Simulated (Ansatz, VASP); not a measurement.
**Two plane-wave programs on PtS2**

File INCAR:

```
PREC     = Accurate       # precision mode
ENCUT    = 520            # plane-wave cutoff, eV
EDIFF    = 1E-6           # SCF threshold, eV
ISMEAR   = 0              # smearing method
SIGMA    = 0.05           # smearing width, eV
LREAL    = F              # projectors in reciprocal space
LASPH    = T              # aspherical terms in the spheres
NELM     = 100            # most SCF steps
ALGO     = Normal         # electronic algorithm
ISIF     = 2              # what is computed and relaxed
LWAVE    = F              # write WAVECAR
LCHARG   = F              # write CHGCAR
LDIPOL   = T            
IDIPOL   = 3            
DIPOL    = 0.5 0.5 0.416
GGA      = PE             # functional
IVDW     = 12             # dispersion correction
NBANDS   = 31             # bands
```

KPOINTS

```
Automatic mesh
0
Gamma
  9 9 1
```

POSCAR

```
PtS2
1.0
    3.5415278079      0.0000000000      0.0000000000
   -1.7707639039      3.0670530498      0.0000000000
    0.0000000000      0.0000000000     22.4670615492
S Pt
4 2
Direct
    0.6666666667      0.3333333333      0.2002932155
    0.3333333333      0.6666666667      0.3108341854
    1.2222222222     -0.2222222222      0.5218097057
    1.5555555556     -0.5555555556      0.6323506756
    0.0000000000      0.0000000000      0.2555637004
    1.8888888889      0.1111111111      0.5770801906
```

Input for Ansatz:

```yaml
crystal:
  lattice:
    - [3.5415278079, 0.0, 0.0]
    - [-1.7707639039, 3.0670530498, 0.0]
    - [0.0, 0.0, 22.4670615492]
  atoms:
    - { symbol: S, position: [0.6666666667, 0.3333333333, 0.2002932155] }
    - { symbol: Pt, position: [0.0, 0.0, 0.2555637004] }
    - { symbol: S, position: [0.3333333333, 0.6666666667, 0.3108341854] }
    - { symbol: S, position: [1.2222222222, -0.2222222222, 0.5218097057] }
    - { symbol: Pt, position: [1.8888888889, 0.1111111111, 0.5770801906] }
    - { symbol: S, position: [1.5555555556, -0.5555555556, 0.6323506756] }
basis:
  ecutwfc: 420
kpoints:
  mp_grid: { grid: [9, 9, 1] }
hamiltonian:
  xc: pbe
  pseudopotentials: { kind: paw, azcp: { folder: soft_1 } }
  dispersion: d3bj
scf:
  occupations: { method: gaussian, width: 0.05 }
output:
  forces: true
  eigenvalues: true
efield:
  axis: 3
  dipole_correction: true
  ramp_width: 0.04
```

Alike in both runs: task single point; functional PBE; dispersion D3(BJ); k mesh 9 × 9 × 1; occupations gaussian, width 0.05 eV; no spin polarisation.

```csv
,VASP,Ansatz
version,VASP 6.6.1,Ansatz 0.2.0
potentials or method,"VASP PAW PBE potentials, release 64 (S, Pt), cutoff 520 eV","scalar-relativistic, plane waves, PAW"
valence electrons in the cell,44,60
```

Ansatz gave:

```
gap on the k mesh at the Fermi level (eV) : 1.76
least direct gap on the mesh (eV)         : 1.83
rms of the force components (eV/Å)        : 0.015
```

Question: What did VASP give for the same quantities?

Answer: gap on the k mesh at the Fermi level (eV): 1.76; least direct gap on the mesh (eV): 1.83; rms of the force components (eV/Å): 0.016.

VASP's potentials hold 44 valence electrons a cell and Ansatz's 60, so a difference there can come from the potentials and not from the codes.

Neither program's run includes spin-orbit coupling.
